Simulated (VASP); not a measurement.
# V (Pm-3n) in VASP: relaxation of cell and atoms with PBEsol

Aim: the relaxation of cell and atoms of V with PBEsol.

Everything below comes from runs of VASP 6.6.1. Logs are shortened: lines on timing, memory, paths and dates and some standing lists are left out, and cuts for length are marked.

### Step 1. The cell of the first run

It takes space group Pm-3n (No. 223, cubic). Conventional cell: a = 4.736 Å, b = 4.736 Å, c = 4.736 Å, α = 90.00°, β = 90.00°, γ = 90.00°. V (site symmetry m-3) has 12 V at 2.65 Å within 3.5 Å. Within 3.1 Å of V (site symmetry -4m2) lie 14 V at 2.37 to 2.90 Å.

### Step 2. Relaxation of cell and atoms, PBEsol

File INCAR:

```
SYSTEM = V
ALGO = Fast
EDIFF = 1E-7
EDIFFG = -0.01
ENCUT = 600
GGA = PS
IBRION = 2
ISIF = 3
ISMEAR = 0
LASPH = .True.
LCHARG = .False.
LREAL = .False.
LWAVE = .False.
NELM = 100
NSW = 100
PREC = Accurate
SIGMA = 0.1
```

File KPOINTS:

```
k-points
0
Gamma
  8 8 8
  0 0 0
```

File POSCAR:

```
V
1.0
    4.7357238486      0.0000000000      0.0000000000
    0.0000000000      4.7357238486      0.0000000000
    0.0000000000      0.0000000000      4.7357238486
V
8
Direct
    0.5000000000      0.5000000000      0.5000000000
    0.0000000000      0.0000000000      0.0000000000
    0.2500000000      0.0000000000      0.5000000000
    0.5000000000      0.2500000000      0.0000000000
    0.5000000000      0.7500000000      0.0000000000
    0.7500000000      0.0000000000      0.5000000000
    0.0000000000      0.5000000000      0.7500000000
    0.0000000000      0.5000000000      0.2500000000
```

Potentials or basis: VASP PAW PBE potentials, release 64 (V_sv).

Run with:

```bash
$ cat potpaw_PBE.64/V_sv/POTCAR > POTCAR
$ mpirun -np 1 vasp_std > vasp.out
```

OUTCAR:

```text
SYSTEM = V
   EDIFF = 1E-7
   EDIFFG = -0.01
   ENCUT = 600
   GGA = PS
   IBRION = 2
   ISIF = 3
   ISMEAR = 0
   LASPH = .True.
   LREAL = .False.
   NELM = 100
   NSW = 100
   PREC = Accurate

 ion  position               nearest neighbor table
   1  0.500  0.500  0.500-   3 2.65   4 2.65   5 2.65   6 2.65   7 2.65   8 2.65   4 2.65   5 2.65
                             3 2.65   6 2.65   7 2.65   8 2.65
   2  0.000  0.000  0.000-   3 2.65   4 2.65   5 2.65   6 2.65   7 2.65   8 2.65   3 2.65   6 2.65
                             7 2.65   8 2.65   4 2.65   5 2.65
   3  0.250  0.000  0.500-   6 2.37   6 2.37   1 2.65   2 2.65   1 2.65   2 2.65   8 2.90   5 2.90
                             4 2.90   5 2.90   4 2.90   7 2.90   8 2.90   7 2.90
   4  0.500  0.250  0.000-   5 2.37   5 2.37   1 2.65   1 2.65   2 2.65   2 2.65   8 2.90   3 2.90
                             3 2.90   6 2.90   6 2.90   7 2.90   7 2.90   8 2.90
   5  0.500  0.750  0.000-   4 2.37   4 2.37   1 2.65   1 2.65   2 2.65   2 2.65   8 2.90   3 2.90
                             3 2.90   6 2.90   6 2.90   7 2.90   7 2.90   8 2.90
   6  0.750  0.000  0.500-   3 2.37   3 2.37   1 2.65   2 2.65   1 2.65   2 2.65   8 2.90   4 2.90
                             4 2.90   5 2.90   5 2.90   7 2.90   8 2.90   7 2.90
   7  0.000  0.500  0.750-   8 2.37   8 2.37   1 2.65   2 2.65   2 2.65   1 2.65   3 2.90   4 2.90
                             5 2.90   3 2.90   6 2.90   6 2.90   4 2.90   5 2.90
   8  0.000  0.500  0.250-   7 2.37   7 2.37   1 2.65   2 2.65   2 2.65   1 2.65   3 2.90   4 2.90
                             5 2.90   3 2.90   6 2.90   6 2.90   4 2.90   5 2.90

  LATTYP: Found a simple cubic cell.
 ALAT       =     4.7357238486

  Lattice vectors:

 A1 = (   4.7357238486,   0.0000000000,   0.0000000000)
 A2 = (   0.0000000000,   4.7357238486,   0.0000000000)
 A3 = (   0.0000000000,   0.0000000000,   4.7357238486)

Analysis of symmetry for initial positions (statically):
=====================================================================
 Subroutine PRICEL returns:
 Original cell was already a primitive cell.

 Routine SETGRP: Setting up the symmetry group for a
 simple cubic supercell.

 Subroutine GETGRP returns: Found 48 space group operations
 (whereof 24 operations were pure point group operations)
 out of a pool of 48 trial point group operations.

The static configuration has the point symmetry T_h .
 The point group associated with its full space group is O_h .

Analysis of symmetry for dynamics (positions and initial velocities):
=====================================================================
 Subroutine PRICEL returns:
 Original cell was already a primitive cell.

 Routine SETGRP: Setting up the symmetry group for a
 simple cubic supercell.

 Subroutine GETGRP returns: Found 48 space group operations
 (whereof 24 operations were pure point group operations)
 out of a pool of 48 trial point group operations.

The dynamic configuration has the point symmetry T_h .
 The point group associated with its full space group is O_h .

 Subroutine INISYM returns: Found 48 space group operations
 (whereof 24 operations are pure point group operations),
 and found     1 'primitive' translations

----------------------------------------------------------------------------------------

                                     Primitive cell

  volume of cell :     106.2085

  direct lattice vectors                    reciprocal lattice vectors
     4.735723849  0.000000000  0.000000000     0.211160961  0.000000000  0.000000000
     0.000000000  4.735723849  0.000000000     0.000000000  0.211160961  0.000000000
     0.000000000  0.000000000  4.735723849     0.000000000  0.000000000  0.211160961

  length of vectors
     4.735723849  4.735723849  4.735723849     0.211160961  0.211160961  0.211160961

  position of ions in fractional coordinates (direct lattice)
     0.500000000  0.500000000  0.500000000
     0.000000000  0.000000000  0.000000000
     0.250000000  0.000000000  0.500000000
     0.500000000  0.250000000  0.000000000
     0.500000000  0.750000000  0.000000000
     0.750000000  0.000000000  0.500000000
     0.000000000  0.500000000  0.750000000
     0.000000000  0.500000000  0.250000000

  ion indices of the primitive-cell ions
   primitive index   ion index
                 1           1
                 2           2
                 3           3
                 4           4
                 5           5
                 6           6
                 7           7
                 8           8

----------------------------------------------------------------------------------------

 KPOINTS: k-points

Automatic generation of k-mesh.
 Grid dimensions read from file:
 generate k-points for:    8    8    8

 Generating k-lattice:

  Cartesian coordinates                     Fractional coordinates (reciprocal lattice)
     0.026395120  0.000000000  0.000000000     0.125000000  0.000000000  0.000000000
     0.000000000  0.026395120  0.000000000     0.000000000  0.125000000  0.000000000
     0.000000000  0.000000000  0.026395120     0.000000000  0.000000000  0.125000000

  Length of vectors
     0.026395120  0.026395120  0.026395120

  Shift w.r.t. Gamma in fractional coordinates (k-lattice)
     0.000000000  0.000000000  0.000000000

 Subroutine IBZKPT returns following result:
 ===========================================

 Found     35 irreducible k-points:

 Following reciprocal coordinates:
            Coordinates               Weight
  0.000000  0.000000  0.000000      1.000000
  0.125000  0.000000  0.000000      6.000000
  0.250000  0.000000  0.000000      6.000000
  0.375000  0.000000  0.000000      6.000000
  0.500000  0.000000  0.000000      3.000000
  0.125000  0.125000  0.000000     12.000000
[... 16 lines left out ...]
  0.375000  0.375000  0.125000     24.000000
  0.500000  0.375000  0.125000     24.000000
 [... further k-points ...]
   k-points           NKPTS =     35   k-points in BZ     NKDIM =     35   number of bands    NBANDS=     62
   number of dos      NEDOS =    301   number of ions     NIONS =      8
   total plane-waves  NPLWV =  64000
   dimension x,y,z NGX =    40 NGY =   40 NGZ =   40
   dimension x,y,z NGXF=    80 NGYF=   80 NGZF=   80
   ions per type =               8
   NGX,Y,Z   is equivalent  to a cutoff of  14.04, 14.04, 14.04 a.u.
   NGXF,Y,Z  is equivalent  to a cutoff of  28.08, 28.08, 28.08 a.u.
 SYSTEM =  V
   PREC   = accura    normal or accurate (medium, high low for compatibility)
   ISTART =      0    job   : 0-new  1-cont  2-samecut
   ICHARG =      2    charge: 1-file 2-atom 10-const
   ISPIN  =      1    spin polarized calculation?
   LNONCOLLINEAR =      F non collinear calculations
   LSORBIT =      F    spin-orbit coupling
   LASPH  =      T    aspherical Exc in radial PAW
   ENCUT  =  600.0 eV  44.10 Ry    6.64 a.u.   9.46  9.46  9.46*2*pi/ulx,y,z
   NELM   =    100;   NELMIN=  2; NELMDL= -5     # of ELM steps
   EDIFF  = 0.1E-06   stopping-criterion for ELM
   LREAL  =      F    real-space projection
   EDIFFG = -.1E-01   stopping-criterion for IOM
   NSW    =    100    number of steps for IOM
   IBRION =      2    ionic relax: 0-MD 1-quasi-New 2-CG
   NFREE  =      1    steps in history (QN), initial steepest desc. (CG)
   ISIF   =      3    stress and relaxation
   ISYM   =      2    0-nonsym 1-usesym 2-fastsym
   POTIM  = 0.5000    time-step for ionic-motion
   TEBEG  =    0.0;   TEEND  =   0.0 temperature during run
   PSTRESS=    0.0 pullay stress
   NELECT =     104.0000    total number of electrons
   NUPDOWN=      -1.0000    fix difference up-down
   EMIN   =  10.00;   EMAX   =-10.00  energy-range for DOS
   EFERMI =   0.00;   METHOD = LEGACY
   ISMEAR =     0;   SIGMA  =   0.10  broadening in eV -4-tet -1-fermi 0-gaus
   EFERMI_NEDOS =   21; number of points for ismear=-14 and -15
   IALGO  =     68    algorithm
   IMIX   =      4    mixing-type and parameters
     AMIX     =   0.40;   BMIX     =  1.00
     AMIX_MAG =   1.60;   BMIX_MAG =  1.00
  volume/ion in A,a.u.               =      13.28        89.59
  Fermi-wavevector in a.u.,A,eV,Ry     =   1.625672  3.072074 35.957603  2.642809
  Thomas-Fermi vector in A             =   2.718757
   LORBIT       =      0    0 simple, 1 ext, 2 COOP (PROOUT), +10 PAW based schemes
   GGA     = PS    functional components
   LHFCALC =     F    Hartree Fock is set to
   AEXX    =    0.0000 exact exchange contribution
   IVDW    =     0    specifies the selected vdW correction
   LEPSILON=     F    determine dielectric tensor
   LRPA    =     F    only Hartree local field effects (RPA)
 conjugate gradient relaxation of ions
 non-spin polarized calculation
 RMM-DIIS sequential band-by-band and
 Gauss-broadening in eV      SIGMA  =   0.10
  energy-cutoff  :      600.00
  volume of cell :      106.21
 maximum number of plane-waves:      3575
 NGX is ok and might be reduce to    40
   NGX = 19   NGY = 19   NGZ = 19

--------------------------------------- Ionic step        1  -------------------------------------------

 number of electron     103.9999916 magnetization

 Free energy of the ion-electron system (eV)
  ---------------------------------------------------
  ext. energy  EPLUGINS =         0.00000000
  ---------------------------------------------------
  free energy    TOTEN  =       -76.65773931 eV

  energy without entropy =      -76.60979997  energy(sigma->0) =      -76.63376964

------------------------ aborting loop because EDIFF is reached ----------------------------------------

  FORCE on cell =-STRESS in cart. coord.  units (eV):
  Direction    XX          YY          ZZ          XY          YZ          ZX
  --------------------------------------------------------------------------------------
  -------------------------------------------------------------------------------------
  Total       -0.4849765     -0.4849765     -0.4849765      0.0000000      0.0000000      0.0000000
  in kB       -7.3159748     -7.3159748     -7.3159748      0.0000000      0.0000000      0.0000000
  external PRESSURE =      -7.3159748 kB  Pullay stress =       0.0000000 kB
[... 69 lines left out ...]
  energy  without entropy=      -76.6089219081  energy(sigma->0) =      -76.63296143

--------------------------------------- Ionic step        3  -------------------------------------------

 number of electron     103.9999922 magnetization

 Free energy of the ion-electron system (eV)
  ---------------------------------------------------
  ext. energy  EPLUGINS =         0.00000000
  ---------------------------------------------------
  free energy    TOTEN  =       -76.65864242 eV

  energy without entropy =      -76.61064878  energy(sigma->0) =      -76.63464560

 E-fermi :   9.7983     XC(G=0): -13.1581

 val. band max:        9.7935456108   @ k =   0.2500   0.1250   0.0000
 cond. band min:       9.7998363537   @ k =   0.1250   0.0000   0.0000
 fundamental gap:      0.0062907429
 Fermi energy:         9.7982638200

 k-point     1 :       0.0000    0.0000    0.0000
  band No.  band energies     occupation
      1     -53.7819      2.00000
      2     -53.6255      2.00000
      3     -53.6255      2.00000
      4     -53.6100      2.00000
      5     -53.5250      2.00000
      6     -53.4200      2.00000
[... 1549 lines left out ...]
     61      11.7527      0.00000
     62      12.0202      0.00000

 [... further k-points ...]

------------------------ aborting loop because EDIFF is reached ----------------------------------------

  FORCE on cell =-STRESS in cart. coord.  units (eV):
  Direction    XX          YY          ZZ          XY          YZ          ZX
  --------------------------------------------------------------------------------------
  -------------------------------------------------------------------------------------
  Total       -0.0066299     -0.0066299     -0.0066299     -0.0000000      0.0000000      0.0000000
  in kB       -0.1003896     -0.1003896     -0.1003896     -0.0000000      0.0000000      0.0000000
  external PRESSURE =      -0.1003896 kB  Pullay stress =       0.0000000 kB
[... 23 lines left out ...]
  FREE ENERGIE OF THE ION-ELECTRON SYSTEM (eV)
  ---------------------------------------------------
  free  energy   TOTEN  =       -76.6586424161 eV

  energy  without entropy=      -76.6106487779  energy(sigma->0) =      -76.63464560

 reached required accuracy - stopping structural energy minimisation
```

It took 7.8 min on 1 thread of AMD EPYC 9R45 (Zen 5), shared host; peak memory 0.32 GiB.

Results:

| Item | Value |
| --- | --- |
| Free energy | -76.6586 eV |
| Relaxed volume | 13.23 Å³/atom |
| Relaxed cell | a = 4.730 Å, b = 4.730 Å, c = 4.730 Å, α = 90.00°, β = 90.00°, γ = 90.00° |
| Space group after relaxing (to 0.1 Å) | Pm-3n (No. 223) |
| Energy gained by relaxing | 0.1 meV/atom |
| Ionic steps | 3 |
| Pressure after relaxing | 0.0 GPa |
| Band gap on the k mesh | zero (bands 52 and 53 overlap by 0.12 eV) |

The path:
| step | energy change (eV) | largest force (eV/Å) | pressure (GPa) | volume (Å³) |
| --- | --- | --- | --- | --- |
| 1 | 0.0000 | 0.0000 | -0.73 | 106.21 |
| 2 | 0.0007 | 0.0000 | 1.00 | 105.28 |
| 3 | -0.0009 | 0.0000 | -0.01 | 105.81 |

Final structure:
```yaml
crystal:
  lattice:
    - [4.72980, 0.00000, 0.00000]
    - [0.00000, 4.72980, 0.00000]
    - [0.00000, 0.00000, 4.72980]
  atoms:
    - { symbol: V, position: [0.50000, 0.50000, 0.50000] }
    - { symbol: V, position: [0.00000, 0.00000, 0.00000] }
    - { symbol: V, position: [0.25000, 0.00000, 0.50000] }
    - { symbol: V, position: [0.50000, 0.25000, 0.00000] }
    - { symbol: V, position: [0.50000, 0.75000, 0.00000] }
    - { symbol: V, position: [0.75000, 0.00000, 0.50000] }
    - { symbol: V, position: [0.00000, 0.50000, 0.75000] }
    - { symbol: V, position: [0.00000, 0.50000, 0.25000] }
```

Caveat: the PAW data sets were made with another functional, which shifts forces and pressure a little.
